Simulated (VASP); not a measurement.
Here is a VASP 6.6.1 calculation.

The input POSCAR:

```
Au
1.0
    2.9434983866      0.0000000000      0.0000000000
   -1.4717491933      2.5491443788      0.0000000000
    0.0000000000      0.0000000000      4.7336000000
Au
2
Direct
    0.3333333333      0.6666666667      0.7500000000
    0.6666666667      0.3333333333      0.2500000000
```

The input INCAR.step1:

```
SYSTEM = Au
ALGO = Normal
EDIFF = 1E-4
ENCUT = 520
GGA = PE
ISMEAR = 0
LASPH = .TRUE.
LCHARG = .FALSE.
LREAL = .FALSE.
LWAVE = .TRUE.
NBANDS = 18
NELM = 60
PREC = Accurate
SIGMA = 0.15
```

The input INCAR.step2:

```
SYSTEM = Au
ALGO = Normal
EDIFF = 1E-7
ENCUT = 520
ISIF = 2
ISMEAR = 0
ISTART = 1
LASPH = .TRUE.
LCHARG = .TRUE.
LELF = .TRUE.
LMIXTAU = .TRUE.
LREAL = .FALSE.
LVHAR = .TRUE.
LWAVE = .FALSE.
METAGGA = R2SCAN
NBANDS = 18
NELM = 60
PREC = Accurate
SIGMA = 0.15
```

File KPOINTS:

```
k-points
0
G
  18 18 10
  0 0 0
```

Potentials or basis: VASP PAW PBE potentials, release 64 (Au).

Run with:

```sh
$ cat potpaw_PBE.64/Au/POTCAR > POTCAR
$ cp INCAR.step1 INCAR
$ mpirun -np 1 vasp_std > vasp.out
$ cp INCAR.step2 INCAR
$ mpirun -np 1 vasp_std > vasp.out
```

(1) Predict the band gap on the k mesh.

(2) Predict the pressure.

Answers

(1) zero (bands 11 and 12 overlap by 6.99 eV).

(2) -1.1 GPa.

Caveat: the cell differs from its parent crystal (strain +0.015 along x and y, -0.030 along z); the PAW data sets were made with another functional, which shifts forces and pressure a little; spin-orbit coupling is left out, which moves the levels of the heavy elements.
